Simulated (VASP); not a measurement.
# HfN in VASP: notebook

Runs on HfN. Level: PBEsol. Tasks: single point.

Everything below comes from runs of VASP 6.6.1. Logs are shortened: lines on timing, memory, paths and dates and some standing lists are left out, and cuts for length are marked.

## Step 1: The cell of the first run

The structure is tetragonal, space group I4/mmm (No. 139). Conventional cell: a = 3.088 Å, b = 3.088 Å, c = 4.583 Å, α = 90.00°, β = 90.00°, γ = 90.00°. Within 2.9 Å of Hf (site symmetry 4/mmm) lie 6 N at 2.18 to 2.29 Å. Within 2.9 Å of N (site symmetry 4/mmm) lie 6 Hf at 2.18 to 2.29 Å.

## Step 2: Single point, PBEsol (biaxial strain in the a-b plane: -3.0 %)

Contents of INCAR:

```
PREC = Accurate
ENCUT = 520
EDIFF = 1E-6
ISMEAR = 0
SIGMA = 0.1
LREAL = False
LASPH = True
NELM = 60
ALGO = Normal
ISIF = 2
LWAVE = False
LCHARG = False
GGA = PS
NBANDS = 23
```

Contents of KPOINTS:

```
regular mesh
0
Gamma
  16 16 12
```

Contents of POSCAR:

```
HfN
1.0
    2.1833418773      2.1833418773      0.0000000000
   -2.1833418773      2.1833418773      0.0000000000
    0.0000000000      0.0000000000      4.5827670744
Hf N
2 2
Direct
    0.0000000000      0.0000000000      0.0000000000
    0.5000000000      0.5000000000      0.5000000000
    0.5000000000      0.5000000000      0.0000000000
    0.0000000000      0.0000000000      0.5000000000
```

Potentials or basis: VASP PAW PBE potentials, release 64 (Hf_pv, N).

Started as:

```bash
$ cat potpaw_PBE.64/Hf_pv/POTCAR potpaw_PBE.64/N/POTCAR > POTCAR
$ mpirun -np 1 vasp_std > vasp.out
```

OUTCAR:

```text
PREC = Accurate
   ENCUT = 520
   EDIFF = 1E-6
   ISMEAR = 0
   LREAL = False
   LASPH = True
   NELM = 60
   ISIF = 2
   GGA = PS

 ion  position               nearest neighbor table
   1  0.000  0.000  0.000-   3 2.18   3 2.18   3 2.18   3 2.18   4 2.29   4 2.29   2 3.17   2 3.17
                             2 3.17   2 3.17   2 3.17   2 3.17   2 3.17   2 3.17
   2  0.500  0.500  0.500-   4 2.18   4 2.18   4 2.18   4 2.18   3 2.29   3 2.29   1 3.17   1 3.17
                             1 3.17   1 3.17   1 3.17   1 3.17   1 3.17   1 3.17
   3  0.500  0.500  0.000-   1 2.18   1 2.18   1 2.18   1 2.18   2 2.29   2 2.29
   4  0.000  0.000  0.500-   2 2.18   2 2.18   2 2.18   2 2.18   1 2.29   1 2.29

  LATTYP: Found a simple tetragonal cell.
 ALAT       =     3.0877116942
 C/A-ratio  =     1.4841952644

  Lattice vectors:

 A1 = (   2.1833418773,   2.1833418773,   0.0000000000)
 A2 = (  -2.1833418773,   2.1833418773,   0.0000000000)
 A3 = (   0.0000000000,   0.0000000000,   4.5827670744)

Analysis of symmetry for initial positions (statically):
=====================================================================
 Subroutine PRICEL returns following result:

  LATTYP: Found a body centered tetragonal cell.
 ALAT       =     3.0877116942
 C/A-ratio  =     1.4841952644

  Lattice vectors:

 A1 = (   2.1833418773,   0.0000000000,  -2.2913835372)
 A2 = (  -2.1833418773,   0.0000000000,  -2.2913835372)
 A3 = (   0.0000000000,   2.1833418773,   2.2913835372)

   2 primitive cells build up your supercell.

 Routine SETGRP: Setting up the symmetry group for a
 simple tetragonal supercell.

 Subroutine GETGRP returns: Found 16 space group operations
 (whereof 16 operations were pure point group operations)
 out of a pool of 16 trial point group operations.

The static configuration has the point symmetry D_4h.

Analysis of symmetry for dynamics (positions and initial velocities):
=====================================================================
 Subroutine PRICEL returns following result:

  LATTYP: Found a body centered tetragonal cell.
 ALAT       =     3.0877116942
 C/A-ratio  =     1.4841952644

  Lattice vectors:

 A1 = (   2.1833418773,   0.0000000000,  -2.2913835372)
 A2 = (  -2.1833418773,   0.0000000000,  -2.2913835372)
 A3 = (   0.0000000000,   2.1833418773,   2.2913835372)

   2 primitive cells build up your supercell.

 Routine SETGRP: Setting up the symmetry group for a
 simple tetragonal supercell.

 Subroutine GETGRP returns: Found 16 space group operations
 (whereof 16 operations were pure point group operations)
 out of a pool of 16 trial point group operations.

The dynamic configuration has the point symmetry D_4h.

 Subroutine INISYM returns: Found 16 space group operations
 (whereof 16 operations are pure point group operations),
 and found     2 'primitive' translations

----------------------------------------------------------------------------------------

                                     Primitive cell

  volume of cell :      21.8460

  direct lattice vectors                    reciprocal lattice vectors
     2.183341877  0.000000000 -2.291383537     0.229006737  0.229006737 -0.218208777
    -2.183341877  0.000000000 -2.291383537    -0.229006737  0.229006737 -0.218208777
     0.000000000  2.183341877  2.291383537     0.000000000  0.458013475  0.000000000

  length of vectors
     3.165030848  3.165030848  3.165030848     0.390516635  0.390516635  0.458013475

  position of ions in fractional coordinates (direct lattice)
     0.000000000  0.000000000  0.000000000
     0.500000000  0.500000000  0.000000000

  ion indices of the primitive-cell ions
   primitive index   ion index
                 1           1
                 2           4

----------------------------------------------------------------------------------------

 KPOINTS: regular mesh

Automatic generation of k-mesh.
 Grid dimensions read from file:
 generate k-points for:   16   16   12

 Generating k-lattice:

  Cartesian coordinates                     Fractional coordinates (reciprocal lattice)
     0.014312921  0.014312921  0.000000000     0.062500000  0.000000000  0.000000000
    -0.014312921  0.014312921  0.000000000     0.000000000  0.062500000  0.000000000
     0.000000000  0.000000000  0.018184065     0.000000000  0.000000000  0.083333333

  Length of vectors
     0.020241527  0.020241527  0.018184065

  Shift w.r.t. Gamma in fractional coordinates (k-lattice)
     0.000000000  0.000000000  0.000000000

 Subroutine IBZKPT returns following result:
 ===========================================

 Found    315 irreducible k-points:

 Following reciprocal coordinates:
            Coordinates               Weight
  0.000000  0.000000  0.000000      1.000000
  0.062500  0.000000  0.000000      4.000000
  0.125000  0.000000  0.000000      4.000000
  0.187500  0.000000  0.000000      4.000000
  0.250000  0.000000  0.000000      4.000000
  0.312500  0.000000  0.000000      4.000000
[... 16 lines left out ...]
  0.437500  0.125000  0.000000      8.000000
  0.500000  0.125000  0.000000      4.000000
 [... further k-points ...]
   k-points           NKPTS =    315   k-points in BZ     NKDIM =    315   number of bands    NBANDS=     23
   number of dos      NEDOS =    301   number of ions     NIONS =      4
   total plane-waves  NPLWV =  20736
   dimension x,y,z NGX =    24 NGY =   24 NGZ =   36
   dimension x,y,z NGXF=    48 NGYF=   48 NGZF=   72
   ions per type =               2   2
   NGX,Y,Z   is equivalent  to a cutoff of  12.92, 12.92, 13.06 a.u.
   NGXF,Y,Z  is equivalent  to a cutoff of  25.84, 25.84, 26.12 a.u.
 SYSTEM =  unknown system
   PREC   = accura    normal or accurate (medium, high low for compatibility)
   ISTART =      0    job   : 0-new  1-cont  2-samecut
   ICHARG =      2    charge: 1-file 2-atom 10-const
   ISPIN  =      1    spin polarized calculation?
   LNONCOLLINEAR =      F non collinear calculations
   LSORBIT =      F    spin-orbit coupling
   LASPH  =      T    aspherical Exc in radial PAW
   ENCUT  =  520.0 eV  38.22 Ry    6.18 a.u.   5.74  5.74  8.52*2*pi/ulx,y,z
   NELM   =     60;   NELMIN=  2; NELMDL= -5     # of ELM steps
   EDIFF  = 0.1E-05   stopping-criterion for ELM
   LREAL  =      F    real-space projection
[... 20 lines left out ...]
  Fermi-wavevector in a.u.,A,eV,Ry     =   1.444269  2.729273 28.380578  2.085914
  Thomas-Fermi vector in A             =   2.562583
   LORBIT       =      0    0 simple, 1 ext, 2 COOP (PROOUT), +10 PAW based schemes
   GGA     = PS    functional components
   LHFCALC =     F    Hartree Fock is set to
   AEXX    =    0.0000 exact exchange contribution
   IVDW    =     0    specifies the selected vdW correction
   LEPSILON=     F    determine dielectric tensor
   LRPA    =     F    only Hartree local field effects (RPA)
 non-spin polarized calculation
 Gauss-broadening in eV      SIGMA  =   0.10
  energy-cutoff  :      520.00
  volume of cell :       43.69
 maximum number of plane-waves:      1194
 NGX is ok and might be reduce to    24

 number of electron      30.0000004 magnetization

 Free energy of the ion-electron system (eV)
  ---------------------------------------------------
  ext. energy  EPLUGINS =         0.00000000
  ---------------------------------------------------
  free energy    TOTEN  =       -45.80472880 eV

  energy without entropy =      -45.79774866  energy(sigma->0) =      -45.80123873

 E-fermi :   8.6837     XC(G=0): -13.1736

 val. band max:        8.6834520889   @ k =   0.0625   0.0000   0.0833
 cond. band min:       8.6915156938   @ k =   0.1875   0.0625   0.3333
 fundamental gap:      0.0080636049
 Fermi energy:         8.6837455094

 k-point     1 :       0.0000    0.0000    0.0000
  band No.  band energies     occupation
      1     -23.1341      2.00000
      2     -22.4615      2.00000
      3     -22.4615      2.00000
      4     -22.1845      2.00000
      5     -22.1376      2.00000
      6     -22.1376      2.00000
[... 15 lines left out ...]
     22      13.0790      0.00000
     23      14.9703      0.00000

 k-point     2 :       0.0625    0.0000    0.0000
  band No.  band energies     occupation
      1     -23.1229      2.00000
      2     -22.4890      2.00000
      3     -22.4548      2.00000
      4     -22.1912      2.00000
      5     -22.1735      2.00000
      6     -22.1368      2.00000
[... 15 lines left out ...]
     22      13.3301      0.00000
     23      14.4924      0.00000

 k-point     3 :       0.1250    0.0000    0.0000
  band No.  band energies     occupation
      1     -23.0901      2.00000
      2     -22.5659      2.00000
      3     -22.4351      2.00000
      4     -22.2744      2.00000
      5     -22.2113      2.00000
      6     -22.1350      2.00000
[... 15 lines left out ...]
     22      14.0175      0.00000
     23      14.1092      0.00000

 k-point     4 :       0.1875    0.0000    0.0000
  band No.  band energies     occupation
      1     -23.0373      2.00000
      2     -22.6778      2.00000
      3     -22.4226      2.00000
      4     -22.4044      2.00000
      5     -22.2449      2.00000
      6     -22.1335      2.00000
[... 15 lines left out ...]
     22      13.6241      0.00000
     23      14.0287      0.00000

 k-point     5 :       0.2500    0.0000    0.0000
  band No.  band energies     occupation
      1     -22.9675      2.00000
      2     -22.8042      2.00000
      3     -22.5938      2.00000
      4     -22.3655      2.00000
      5     -22.2922      2.00000
      6     -22.1342      2.00000
[... 15 lines left out ...]
     22      14.5930      0.00000
     23      14.7538      0.00000

 k-point     6 :       0.3125    0.0000    0.0000
  band No.  band energies     occupation
      1     -22.9235      2.00000
      2     -22.8844      2.00000
      3     -22.7630      2.00000
      4     -22.3527      2.00000
      5     -22.3219      2.00000
      6     -22.1394      2.00000
[... 15 lines left out ...]
     22      14.3227      0.00000
     23      15.4581      0.00000

 k-point     7 :       0.3750    0.0000    0.0000
  band No.  band energies     occupation
      1     -23.0163      2.00000
      2     -22.9083      2.00000
      3     -22.7925      2.00000
      4     -22.4255      2.00000
      5     -22.2773      2.00000
      6     -22.1513      2.00000
[... 353 lines left out ...]
     22      14.2887      0.00000
     23      14.6653      0.00000

 k-point    21 :       0.3125    0.1250    0.0000
  band No.  band energies     occupation
      1     -22.9020      2.00000
      2     -22.8547      2.00000
      3     -22.7665      2.00000
      4     -22.4127      2.00000
      5     -22.3626      2.00000
      6     -22.2321      2.00000
[... 15 lines left out ...]
     22      14.1066      0.00000
     23      14.2799      0.00000

 k-point    22 :       0.3750    0.1250    0.0000
  band No.  band energies     occupation
      1     -22.9958      2.00000
      2     -22.9042      2.00000
      3     -22.7686      2.00000
      4     -22.4290      2.00000
      5     -22.3666      2.00000
      6     -22.2420      2.00000
[... 15 lines left out ...]
     22      13.7902      0.00000
     23      15.0795      0.00000

 k-point    23 :       0.4375    0.1250    0.0000
  band No.  band energies     occupation
      1     -23.0490      2.00000
      2     -23.0029      2.00000
      3     -22.6788      2.00000
      4     -22.5055      2.00000
      5     -22.3239      2.00000
      6     -22.2603      2.00000
[... 15 lines left out ...]
     22      13.3323      0.00000
     23      16.0061      0.00000

 k-point    24 :       0.5000    0.1250    0.0000
  band No.  band energies     occupation
      1     -23.0524      2.00000
      2     -23.0524      2.00000
      3     -22.5898      2.00000
      4     -22.5898      2.00000
      5     -22.2877      2.00000
      6     -22.2877      2.00000
[... 15 lines left out ...]
     22      13.2401      0.00000
     23      17.0556      0.00000

 [... further k-points ...]
[... 5 lines left out ...]
  --------------------------------------------------------------------------------------
  -------------------------------------------------------------------------------------
  Total        6.1076598      6.1076598     -1.6745076      0.0000000      0.0000000     -0.0000000
  in kB      223.9670616    223.9670616    -61.4039685      0.0000000      0.0000000     -0.0000000
  external PRESSURE =     128.8433849 kB  Pullay stress =       0.0000000 kB

 VOLUME and BASIS-vectors are now :
 -----------------------------------------------------------------------------
  energy-cutoff  :      520.00
  volume of cell :       43.69
      direct lattice vectors                 reciprocal lattice vectors
     2.183341877  2.183341877  0.000000000     0.229006737  0.229006737  0.000000000
    -2.183341877  2.183341877  0.000000000    -0.229006737  0.229006737  0.000000000
     0.000000000  0.000000000  4.582767074     0.000000000  0.000000000  0.218208777

 POSITION                                       TOTAL-FORCE (eV/Angst)
 -----------------------------------------------------------------------------------
      0.00000      0.00000      0.00000         0.000000     -0.000000     -0.000000
      0.00000      2.18334      2.29138         0.000000     -0.000000     -0.000000
      0.00000      2.18334      0.00000        -0.000000      0.000000      0.000000
      0.00000      0.00000      2.29138        -0.000000     -0.000000     -0.000000
 -----------------------------------------------------------------------------------
    total drift:                                0.000000     -0.000000     -0.000000

  FREE ENERGIE OF THE ION-ELECTRON SYSTEM (eV)
  ---------------------------------------------------
  free  energy   TOTEN  =       -45.8047288012 eV

  energy  without entropy=      -45.7977486596  energy(sigma->0) =      -45.80123873
```

Run time: 82 s. Hardware: 1 thread of Intel Xeon 6975P-C (Granite Rapids), shared host; peak memory 0.36 GiB.

What came out:

| Quantity | Value |
| --- | --- |
| Free energy | -45.8047 eV |
| Pressure | 12.9 GPa |
| Band gap on the k mesh | zero (band 15 reaches 12.24 eV, above the bottom of band 16 at 5.08 eV) |

Levels at points of the mesh, in eV from the Fermi level:
```
           k point  band 12  band 13  band 14  band 15  band 16  band 17  band 18  band 19
(0.00, 0.00, 0.00)    -3.51    -3.22    -2.95    -2.95    -0.78    -0.19    -0.19     1.04
(0.50, 0.00, 0.00)    -6.20    -5.78    -5.78     2.15     2.15     2.55     2.55     3.31
(0.50, 0.50, 0.00)    -4.12    -3.88    -3.88    -3.60    -3.60     4.16     4.16     5.57
(0.00, 0.00, 0.50)    -3.65    -3.65    -3.65    -2.71    -2.71     3.24     3.24     3.24
(0.50, 0.00, 0.50)    -6.50    -6.45    -6.45     3.55     3.55     3.86     3.86     4.23
(0.50, 0.50, 0.50)    -5.28    -5.28    -5.28     0.73     0.73     0.73     0.73     6.38
```

Caveat: the cell differs from its parent crystal (biaxial strain in the a-b plane: -3.0 %); the PAW data sets were made with another functional, which shifts forces and pressure a little; spin-orbit coupling is left out, which moves the levels of the heavy elements.

## Step 3: Single point, PBEsol (biaxial strain in the a-b plane: -1.5 %, then relaxed in part)

Contents of INCAR:

```
ALGO     = Normal         # electronic algorithm
EDIFF    = 1E-7           # SCF threshold, eV
ENCUT    = 520            # plane-wave cutoff, eV
GGA      = PS             # functional
ISIF     = 2              # what is computed and relaxed
ISMEAR   = 0              # smearing method
LASPH    = T              # aspherical terms in the spheres
LCHARG   = T              # write CHGCAR
LELF     = T              # ELF
LREAL    = F              # projectors in reciprocal space
LVHAR    = T            
LWAVE    = F              # write WAVECAR
NBANDS   = 23             # bands
NELM     = 100            # most SCF steps
PREC     = Accurate       # precision mode
SIGMA    = 0.1            # smearing width, eV
```

Contents of KPOINTS:

```
k-points
0
Gamma
  16 16 12
```

Contents of POSCAR:

```
HfN
1.0
    2.2171048960      2.2171048960      0.0000000000
   -2.2171048960      2.2171048960      0.0000000000
    0.0000000000      0.0000000000      4.5216425325
Hf N
2 2
Direct
    0.0000000000      0.0000000000      0.0000000000
    0.5000000000      0.5000000000      0.5000000000
    0.5000000000      0.5000000000      0.0000000000
    0.0000000000      0.0000000000      0.5000000000
```

Potentials or basis: VASP PAW PBE potentials, release 64 (Hf_pv, N).

Started as:

```bash
$ cat potpaw_PBE.64/Hf_pv/POTCAR potpaw_PBE.64/N/POTCAR > POTCAR
$ mpirun -np 1 vasp_std > vasp.out
```

It took 90 s on 1 thread of Intel Xeon 6975P-C (Granite Rapids), shared host; peak memory 0.37 GiB.

It converged, with:

| Quantity | Value |
| --- | --- |
| Free energy | -45.9550 eV |
| Pressure | 5.8 GPa |
| Band gap on the k mesh | zero (band 15 reaches 11.99 eV, above the bottom of band 16 at 4.88 eV) |

Stress tensor (GPa, compression positive):
```
 9.74  0.00  0.00
 0.00  9.74  0.00
 0.00  0.00 -2.17
```

Levels at points of the mesh, in eV from the Fermi level:
| k point | band 13 | band 14 | band 15 | band 16 | band 17 | band 18 |
| --- | --- | --- | --- | --- | --- | --- |
| (0.00, 0.00, 0.00) | -3.09 | -2.99 | -2.99 | -0.54 | -0.31 | -0.31 |
| (0.50, 0.00, 0.00) | -5.53 | -5.53 | 1.96 | 1.96 | 2.37 | 2.37 |
| (0.50, 0.50, 0.00) | -3.75 | -3.75 | -3.65 | -3.65 | 4.25 | 4.25 |
| (0.00, 0.00, 0.50) | -3.78 | -3.78 | -2.61 | -2.61 | 3.13 | 3.13 |
| (0.50, 0.00, 0.50) | -6.35 | -6.35 | 3.47 | 3.47 | 3.84 | 3.84 |
| (0.50, 0.50, 0.50) | -5.41 | -5.41 | 0.98 | 0.98 | 0.98 | 0.98 |

Caveat: the cell differs from its parent crystal (biaxial strain in the a-b plane: -1.5 %, then relaxed in part); the PAW data sets were made with another functional, which shifts forces and pressure a little; spin-orbit coupling is left out, which moves the levels of the heavy elements.

## Step 4: Single point, PBEsol

This run uses another cell than the first one: it holds 2 atoms, not 4.

Contents of INCAR:

```
SYSTEM = HfN
PREC = Accurate ; ENCUT = 600
EDIFF = 1E-6 ; ISMEAR = 0
SIGMA = 0.1 ; LREAL = .False.
LASPH = .True. ; NELM = 120
ALGO = Normal ; ISIF = 2
LWAVE = .False. ; LCHARG = .False.
GGA = PS ; NBANDS = 14
GGA_COMPAT = .False.
```

Contents of KPOINTS:

```
regular mesh
0
Gamma
  8 8 8
  0 0 0
```

Contents of POSCAR:

```
HfN
1.0
    0.0000000000      2.2558601243      2.2558601243
    2.2558601243      0.0000000000      2.2558601243
    2.2558601243      2.2558601243      0.0000000000
Hf N
1 1
Direct
    0.0000000000      0.0000000000      0.0000000000
    0.5000000000      0.5000000000      0.5000000000
```

Started as:

```bash
$ cat potpaw_PBE.64/Hf_pv/POTCAR potpaw_PBE.64/N/POTCAR > POTCAR
$ mpirun -np 1 vasp_std > vasp.out
```

Run time: 21 s. Hardware: 1 thread of Intel Xeon 8259CL, shared host; peak memory 0.16 GiB.

Results (log left out):

```
Free energy : -22.9771 eV
Pressure    : -3.9 GPa
```

Levels at points of the mesh, in eV from the Fermi level:
| k point | band 4 | band 5 | band 6 | band 7 | band 8 | band 9 | band 10 | band 11 | band 12 | band 13 |
| --- | --- | --- | --- | --- | --- | --- | --- | --- | --- | --- |
| (0.00, 0.00, 0.00) | -17.44 | -2.96 | -2.96 | -2.96 | -0.36 | -0.36 | -0.36 | 1.87 | 1.97 | 1.97 |
| (0.50, 0.00, 0.00) | -14.64 | -8.91 | -6.17 | -6.17 | 3.33 | 3.75 | 3.75 | 4.45 | 8.94 | 8.94 |
| (0.50, 0.50, 0.00) | -16.32 | -5.36 | -3.85 | -3.63 | -3.63 | 4.12 | 5.59 | 5.59 | 5.68 | 8.01 |

Caveat: the PAW data sets were made with another functional, which shifts forces and pressure a little; spin-orbit coupling is left out, which moves the levels of the heavy elements.

## Step 5: The runs side by side

```tsv
cell	k mesh	cutoff (eV)	gap on the mesh (eV)	pressure (GPa)
a = 3.088, b = 3.088, c = 4.583 Å, 4 atoms	16 × 16 × 12	520	none	12.9
a = 3.135, b = 3.135, c = 4.522 Å, 4 atoms	16 × 16 × 12	520	none	5.8
a = 3.190 Å, angles 60.0°, 2 atoms	8 × 8 × 8	600	none	-3.9
```

Alike in all rows: task single point; level PBEsol; potentials or basis VASP PAW PBE potentials, release 64 (Hf_pv, N); no spin polarisation; smearing gaussian 0.1 eV.

Caveats: the PAW data sets were made with another functional, which shifts forces and pressure a little; spin-orbit coupling is left out, which moves the levels of the heavy elements.

Absolute energies hang on the potentials; compare differences alone.
